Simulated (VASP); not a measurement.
# Al24O35 (a cell with a defect) in VASP: single point with PBE

Aim: the single point of Al24O35 (a cell with a defect) with PBE.

Program: VASP 6.6.1. These are calculated values, not measurements. Logs are shortened: lines on timing, memory, paths and dates and some standing lists are left out, and cuts for length are marked.

## Step 1: The cell of the first run

The cell holds a defect, 59 atoms: a = 8.329 Å, b = 8.549 Å, c = 8.549 Å, α = 115.07°, β = 99.34°, γ = 99.34°.

## Step 2: Single point, PBE (atoms taken out, then relaxed in part)

INCAR

```
SYSTEM = Al24O35
  PREC = Accurate
  ENCUT = 520
  EDIFF = 1E-6
  ISMEAR = 0
  SIGMA = 0.01
  LREAL = Auto
  LASPH = .TRUE.
  NELM = 100
  ALGO = Normal
  ISIF = 2
  LWAVE = .FALSE.
  LCHARG = .TRUE.
  GGA = PE
  LELF = .TRUE.
  LVHAR = .TRUE.
  NBANDS = 176
```

KPOINTS

```
Automatic mesh
0
Gamma
  2 2 2
  0.5 0.5 0.5
```

POSCAR

```
Al24O35
1.0
    0.0000000000      8.3289290079      0.0000000000
    7.2130641072     -1.3881548346     -4.3744984180
   -7.2130641072     -1.3881548346     -4.3744984180
Al O
24 35
Direct
    0.8228690618      0.8050349092      0.1381162758
    0.3239201110      0.6383637873      0.3053472773
    0.8233631629      0.1365021062      0.8049575882
    0.3231241184      0.9713433576      0.9715545506
    0.8232123127      0.4717182236      0.4717809805
    0.3265761475      0.3050351903      0.6376430651
    0.9265345817      0.1115715816      0.4446580278
    0.4255263698      0.9443864052      0.6113230929
    0.9260811009      0.4447437255      0.1132875034
    0.4262970351      0.2781177953      0.2783348903
    0.9261699043      0.7778693172      0.7779053037
    0.4228014463      0.6120450335      0.9446420961
    0.6868159631      0.3646873082      0.7036074730
    0.1762357148      0.1951077608      0.8605561462
    0.6755156386      0.6953465926      0.3616546321
    0.1758954040      0.5277092689      0.5286547950
    0.6753605613      0.0276743329      0.0280688420
    0.1755924785      0.8598537146      0.1925764632
    0.5738124431      0.0570360119      0.3897696113
    0.0738950694      0.8880053510      0.5542916673
    0.5731536710      0.3891012568      0.0545150228
    0.0741056474      0.2216557425      0.2220753196
    0.5735282561      0.7210550584      0.7219996511
    0.0624738602      0.5459265443      0.8849030813
    0.3747024539      0.2271163071      0.0225347034
    0.8747204300      0.7273892908      0.5223004595
    0.3747019383      0.5602424066      0.6894491106
    0.8747332676      0.0605565448      0.1891401485
    0.3746980607      0.8934289002      0.3562283856
    0.5284761719      0.4073685515      0.8426028099
    0.0268889771      0.2414435729      0.0078933809
    0.5277999769      0.7403452617      0.5095227025
    0.0271176894      0.5738154594      0.6753400996
    0.5281554931      0.0744591676      0.1759669178
    0.0278233443      0.9071713794      0.3421933048
    0.7222687409      0.5743259469      0.6758138871
    0.2208818936      0.4070273483      0.8422995660
    0.7215877367      0.9074537415      0.3424765909
    0.2216183785      0.7401669200      0.5093483715
    0.7225949741      0.2418457653      0.0082448980
    0.2212214737      0.0736920464      0.1751964038
    0.6237295564      0.7728028747      0.9769033046
    0.1235638662      0.6057676904      0.1441694560
    0.6258790711      0.1055749610      0.6439252895
    0.1243342387      0.9399960358      0.8099158031
    0.6250683987      0.4397468554      0.3096656844
    0.1257005115      0.2727667760      0.4768712418
    0.9701143958      0.7588662633      0.9901983181
    0.4714187693      0.5928048905      0.1571616765
    0.9714480925      0.0940847204      0.6577216070
    0.4717288918      0.9263147225      0.8240136046
    0.9715836521      0.4254840366      0.3240860307
    0.4730510029      0.2590220822      0.4901261912
    0.7779672373      0.5919179992      0.1555439514
    0.2776954856      0.4256806328      0.3234141590
    0.7778621449      0.9256803490      0.8242092436
    0.2762697091      0.7595194211      0.9905980753
    0.7792554583      0.2594403017      0.4907425176
    0.2779519217      0.0924930056      0.6568525676
```

Potentials or basis: VASP PAW PBE potentials, release 64 (Al, O).

The run is started by

```console
cat potpaw_PBE.64/Al/POTCAR potpaw_PBE.64/O/POTCAR > POTCAR
mpirun -np 1 vasp_std > vasp.out
```

OUTCAR:

```text
SYSTEM = Al24O35
   PREC = Accurate
   ENCUT = 520
   EDIFF = 1E-6
   ISMEAR = 0
   LREAL = Auto
   LASPH = .TRUE.
   NELM = 100
   ISIF = 2
   GGA = PE

 ion  position               nearest neighbor table
   1  0.823  0.805  0.138-  48 1.87  54 1.87  42 1.87  38 1.99  28 1.99  35 1.99   7 2.68  17 2.81
                            15 2.82  18 2.83  11 3.26   9 3.26  12 3.27
   2  0.324  0.638  0.305-  55 1.87  49 1.87  43 1.88  32 1.99  29 1.99  39 1.99   8 2.68  15 2.82
                            18 2.82  16 2.82  12 3.25   9 3.25  10 3.25
   3  0.823  0.137  0.805-  56 1.86  44 1.87  50 1.87  31 1.98  40 1.98   9 2.70  13 2.77  17 2.81
                            14 2.83  11 3.24   8 3.25   7 3.26
   4  0.323  0.971  0.972-  57 1.87  51 1.88  45 1.88  41 1.99  25 2.00  34 2.00  10 2.68  18 2.81
                            17 2.82  14 2.82  12 3.24  11 3.25   8 3.25
   5  0.823  0.472  0.472-  58 1.87  46 1.87  52 1.88  36 1.98  33 1.99  26 2.00  11 2.68  15 2.82
                            16 2.82  13 2.83   9 3.24  10 3.25   7 3.26
   6  0.327  0.305  0.638-  53 1.86  59 1.88  47 1.88  30 1.98  27 1.99  37 2.01  12 2.69  16 2.82
                            14 2.83  13 2.88  10 3.24   8 3.25   7 3.27
   7  0.927  0.112  0.445-  58 1.87  50 1.87  47 1.87  35 1.99  28 1.99  38 1.99   1 2.68  22 2.81
                            20 2.82  19 2.83   5 3.26   3 3.26   6 3.27
   8  0.426  0.944  0.611-  51 1.87  59 1.87  44 1.88  39 1.99  29 1.99  32 1.99   2 2.68  20 2.82
                            19 2.82  23 2.82   6 3.25   3 3.25   4 3.25
   9  0.926  0.445  0.113-  52 1.86  43 1.87  54 1.87  40 1.98  31 1.98   3 2.70  24 2.77  22 2.81
[... 64 lines left out ...]
  58  0.779  0.259  0.491-   7 1.87   5 1.87  19 1.99  13 2.00
  59  0.278  0.092  0.657-   8 1.87   6 1.88  14 1.99  20 1.99

  LATTYP: Found a base centered monoclinic cell.
 ALAT       =     9.1789346340
 B/A-ratio  =     1.5716560570
 C/A-ratio  =     0.9073960476
 COS(beta)  =    -0.3024653492

  Lattice vectors:

 A1 = (   7.2130641072,  -1.3881548346,  -4.3744984180)
 A2 = (  -7.2130641072,  -1.3881548346,  -4.3744984180)
 A3 = (   0.0000000000,   8.3289290079,   0.0000000000)

Analysis of symmetry for initial positions (statically):
=====================================================================
 Subroutine PRICEL returns:
 Original cell was already a primitive cell.

 Routine SETGRP: Setting up the symmetry group for a
 base centered monoclinic supercell.

 Subroutine GETGRP returns: Found  1 space group operations
 (whereof  1 operations were pure point group operations)
 out of a pool of  4 trial point group operations.

The static configuration has the point symmetry C_1 .

Analysis of symmetry for dynamics (positions and initial velocities):
=====================================================================
 Subroutine PRICEL returns:
 Original cell was already a primitive cell.

 Routine SETGRP: Setting up the symmetry group for a
 base centered monoclinic supercell.

 Subroutine GETGRP returns: Found  1 space group operations
 (whereof  1 operations were pure point group operations)
 out of a pool of  4 trial point group operations.

The dynamic configuration has the point symmetry C_1 .

 Subroutine INISYM returns: Found  1 space group operations
 (whereof  1 operations are pure point group operations),
 and found     1 'primitive' translations

----------------------------------------------------------------------------------------

                                     Primitive cell

  volume of cell :     525.6143

  direct lattice vectors                    reciprocal lattice vectors
     0.000000000  8.328929008  0.000000000     0.000000000  0.120063456 -0.038099606
     7.213064107 -1.388154835 -4.374498418     0.069318669  0.000000000 -0.114298818
    -7.213064107 -1.388154835 -4.374498418    -0.069318669  0.000000000 -0.114298818

  length of vectors
     8.328929008  8.549356939  8.549356939     0.125963540  0.133676092  0.133676092

  position of ions in fractional coordinates (direct lattice)
     0.822869062  0.805034909  0.138116276
     0.323920111  0.638363787  0.305347277
     0.823363163  0.136502106  0.804957588
     0.323124118  0.971343358  0.971554551
     0.823212313  0.471718224  0.471780981
     0.326576147  0.305035190  0.637643065
[... 51 lines left out ...]
     0.779255458  0.259440302  0.490742518
     0.277951922  0.092493006  0.656852568

  ion indices of the primitive-cell ions
   primitive index   ion index
                 1           1
                 2           2
                 3           3
                 4           4
                 5           5
                 6           6
[... 51 lines left out ...]
                58          58
                59          59

----------------------------------------------------------------------------------------

 KPOINTS: Automatic mesh

Automatic generation of k-mesh.
 Grid dimensions read from file:
 generate k-points for:    2    2    2

 Generating k-lattice:

  Cartesian coordinates                     Fractional coordinates (reciprocal lattice)
     0.000000000  0.060031728 -0.019049803     0.500000000  0.000000000  0.000000000
     0.034659334  0.000000000 -0.057149409     0.000000000  0.500000000  0.000000000
    -0.034659334  0.000000000 -0.057149409     0.000000000  0.000000000  0.500000000

  Length of vectors
     0.062981770  0.066838046  0.066838046

  Shift w.r.t. Gamma in fractional coordinates (k-lattice)
     0.500000000  0.500000000  0.500000000

 Subroutine IBZKPT returns following result:
 ===========================================

 Found      4 irreducible k-points:

 Following reciprocal coordinates:
            Coordinates               Weight
  0.250000  0.250000  0.250000      2.000000
 -0.250000  0.250000  0.250000      2.000000
  0.250000 -0.250000  0.250000      2.000000
 -0.250000 -0.250000  0.250000      2.000000
   k-points           NKPTS =      4   k-points in BZ     NKDIM =      4   number of bands    NBANDS=    176
   number of dos      NEDOS =    301   number of ions     NIONS =     59
   total plane-waves  NPLWV = 262144
   dimension x,y,z NGX =    64 NGY =   64 NGZ =   64
   dimension x,y,z NGXF=   128 NGYF=  128 NGZF=  128
   ions per type =              24  35
   NGX,Y,Z   is equivalent  to a cutoff of  12.77, 12.45, 12.45 a.u.
   NGXF,Y,Z  is equivalent  to a cutoff of  25.55, 24.89, 24.89 a.u.
 SYSTEM =  Al24O35
   PREC   = accura    normal or accurate (medium, high low for compatibility)
   ISTART =      0    job   : 0-new  1-cont  2-samecut
   ICHARG =      2    charge: 1-file 2-atom 10-const
   ISPIN  =      1    spin polarized calculation?
   LNONCOLLINEAR =      F non collinear calculations
   LSORBIT =      F    spin-orbit coupling
   LASPH  =      T    aspherical Exc in radial PAW
   ENCUT  =  520.0 eV  38.22 Ry    6.18 a.u.  15.49 15.90 15.90*2*pi/ulx,y,z
   NELM   =    100;   NELMIN=  2; NELMDL= -5     # of ELM steps
   EDIFF  = 0.1E-05   stopping-criterion for ELM
   LREAL  =      T    real-space projection
   EDIFFG = 0.1E-04   stopping-criterion for IOM
   NSW    =      0    number of steps for IOM
   IBRION =     -1    ionic relax: 0-MD 1-quasi-New 2-CG
   NFREE  =      0    steps in history (QN), initial steepest desc. (CG)
   ISIF   =      2    stress and relaxation
   ISYM   =      2    0-nonsym 1-usesym 2-fastsym
   POTIM  = 0.5000    time-step for ionic-motion
   TEBEG  =    0.0;   TEEND  =   0.0 temperature during run
   PSTRESS=    0.0 pullay stress
   NELECT =     282.0000    total number of electrons
   NUPDOWN=      -1.0000    fix difference up-down
   EMIN   =  10.00;   EMAX   =-10.00  energy-range for DOS
   EFERMI =   0.00;   METHOD = LEGACY
   ISMEAR =     0;   SIGMA  =   0.01  broadening in eV -4-tet -1-fermi 0-gaus
   EFERMI_NEDOS =   21; number of points for ismear=-14 and -15
   IALGO  =     38    algorithm
   IMIX   =      4    mixing-type and parameters
     AMIX     =   0.40;   BMIX     =  1.00
     AMIX_MAG =   1.60;   BMIX_MAG =  1.00
  volume/ion in A,a.u.               =       8.91        60.12
  Fermi-wavevector in a.u.,A,eV,Ry     =   1.330257  2.513821 24.076638  1.769583
  Thomas-Fermi vector in A             =   2.459357
   LORBIT       =      0    0 simple, 1 ext, 2 COOP (PROOUT), +10 PAW based schemes
   GGA     = PE    functional components
   LHFCALC =     F    Hartree Fock is set to
   AEXX    =    0.0000 exact exchange contribution
   IVDW    =     0    specifies the selected vdW correction
   LEPSILON=     F    determine dielectric tensor
   LRPA    =     F    only Hartree local field effects (RPA)
 non-spin polarized calculation
 Gauss-broadening in eV      SIGMA  =   0.01
  energy-cutoff  :      520.00
  volume of cell :      525.61
 maximum number of plane-waves:     14193
 NGX is ok and might be reduce to    64
   NGX = 31   NGY = 31   NGZ = 31

 number of electron     282.0000010 magnetization

 Free energy of the ion-electron system (eV)
  ---------------------------------------------------
  ext. energy  EPLUGINS =         0.00000000
  ---------------------------------------------------
  free energy    TOTEN  =      -437.17197324 eV

  energy without entropy =     -437.17197324  energy(sigma->0) =     -437.17197324

 E-fermi :   8.1725     XC(G=0): -11.4771

 val. band max:        8.0542676373   @ k =   0.2500   0.2500   0.2500
 cond. band min:      12.2149209027   @ k =   0.2500  -0.2500   0.2500
 fundamental gap:      4.1606532654
 Fermi energy:         8.1724514855

 k-point     1 :       0.2500    0.2500    0.2500
  band No.  band energies     occupation
      1     -12.8716      2.00000
      2     -12.7269      2.00000
      3     -12.6801      2.00000
      4     -12.5694      2.00000
      5     -12.0872      2.00000
      6     -12.0567      2.00000
[... 613 lines left out ...]
    152      15.0632      0.00000
    153      15.2000      0.00000
 [bands above 153 left out]

------------------------ aborting loop because EDIFF is reached ----------------------------------------

  FORCE on cell =-STRESS in cart. coord.  units (eV):
  Direction    XX          YY          ZZ          XY          YZ          ZX
  --------------------------------------------------------------------------------------
  -------------------------------------------------------------------------------------
  Total       -0.7206339     -3.3103852     -1.7928205     -0.0041116      0.7512639      0.0053268
  in kB       -2.1966357    -10.0907142     -5.4648742     -0.0125330      2.2900020      0.0162371
  external PRESSURE =      -5.9174080 kB  Pullay stress =       0.0000000 kB

 VOLUME and BASIS-vectors are now :
 -----------------------------------------------------------------------------
  energy-cutoff  :      520.00
  volume of cell :      525.61
      direct lattice vectors                 reciprocal lattice vectors
     0.000000000  8.328929008  0.000000000     0.000000000  0.120063456 -0.038099606
     7.213064107 -1.388154835 -4.374498418     0.069318669  0.000000000 -0.114298818
    -7.213064107 -1.388154835 -4.374498418    -0.069318669  0.000000000 -0.114298818

 POSITION                                       TOTAL-FORCE (eV/Angst)
 -----------------------------------------------------------------------------------
      4.81053      5.54438     -4.12581         0.000906      0.005540      0.006484
      2.40207      1.38789     -4.12826         0.000294     -0.005327      0.007878
     -4.82161      5.55084     -4.11841        -0.012870     -0.000395      0.020392
     -0.00152     -0.00577     -8.49920        -0.005870     -0.006777      0.003960
     -0.00045      5.54675     -4.12734        -0.005105     -0.002491     -0.002567
     -2.39912      1.41145     -4.12374         0.001973     -0.000521      0.006995
[... 51 lines left out ...]
     -1.66840      5.44899     -3.28167        -0.008666      0.003481      0.000340
     -4.07076      1.27483     -3.27801         0.001142     -0.000522     -0.004864
 -----------------------------------------------------------------------------------
    total drift:                                0.001053      0.002358      0.004609

  FREE ENERGIE OF THE ION-ELECTRON SYSTEM (eV)
  ---------------------------------------------------
  free  energy   TOTEN  =      -437.1719732433 eV

  energy  without entropy=     -437.1719732433  energy(sigma->0) =     -437.17197324
```

It took 17 min on 1 thread of Oxide Virtual Turin-like, shared host; peak memory 0.64 GiB.

What came out:

| Item | Value |
| --- | --- |
| Free energy | -437.1720 eV |
| Pressure | -0.6 GPa |
| Largest force | 0.026 eV/Å |
| Band gap on the k mesh | 4.16 eV |

Forces on the atoms (eV/Å):
```
Al   0.001  0.006  0.006
Al   0.000 -0.005  0.008
Al  -0.013  0.000  0.020
Al  -0.006 -0.007  0.004
Al  -0.005 -0.002 -0.003
Al   0.002 -0.001  0.007
Al   0.001  0.003 -0.003
Al  -0.004  0.000 -0.006
Al  -0.009  0.007 -0.019
Al  -0.007  0.000 -0.002
Al  -0.008  0.005 -0.005
Al   0.003 -0.003 -0.006
Al   0.007 -0.009  0.002
Al  -0.002  0.002 -0.004
Al   0.000  0.000 -0.008
Al  -0.005 -0.002 -0.003
Al   0.000 -0.001  0.003
Al   0.011  0.004 -0.003
Al   0.011 -0.009  0.003
Al  -0.001  0.002  0.006
Al   0.001 -0.002  0.004
Al  -0.002  0.002  0.004
Al  -0.003  0.001  0.001
Al   0.008  0.010 -0.008
O    0.000  0.002 -0.002
O   -0.001 -0.001  0.003
O   -0.008 -0.001 -0.001
O    0.006 -0.005  0.000
O   -0.007  0.003 -0.002
O    0.001  0.004 -0.003
O    0.022 -0.014  0.002
O   -0.002  0.001 -0.001
O    0.000 -0.003  0.000
O    0.007  0.005 -0.001
O    0.001 -0.001 -0.002
O   -0.003  0.000 -0.001
O    0.003  0.002  0.003
O    0.000  0.001  0.001
O   -0.004 -0.001  0.002
O    0.018  0.007 -0.003
O    0.006 -0.001 -0.001
O   -0.001  0.002  0.002
O    0.006 -0.012  0.016
O    0.005  0.007 -0.010
O   -0.001 -0.001  0.002
O    0.000  0.000 -0.001
O   -0.001 -0.006 -0.003
O   -0.009 -0.008  0.003
O    0.000  0.007  0.005
O    0.000 -0.008 -0.014
O   -0.001  0.008 -0.005
O    0.000  0.002  0.006
O    0.000  0.017  0.001
O   -0.002  0.005  0.008
O    0.001 -0.004  0.006
O   -0.006 -0.005  0.000
O   -0.001 -0.007 -0.003
O   -0.009  0.003  0.000
O    0.001 -0.001 -0.005
```

Levels at points of the mesh, in eV from the valence-band top:
```tsv
k point	band 138	band 139	band 140	band 141	band 142	band 143	band 144	band 145
(0.25, 0.25, 0.25)	-2.59	-2.57	-2.55	0.00	4.32	4.57	4.92	5.49
```

Caveat: the cell differs from its parent crystal (atoms taken out, then relaxed in part).
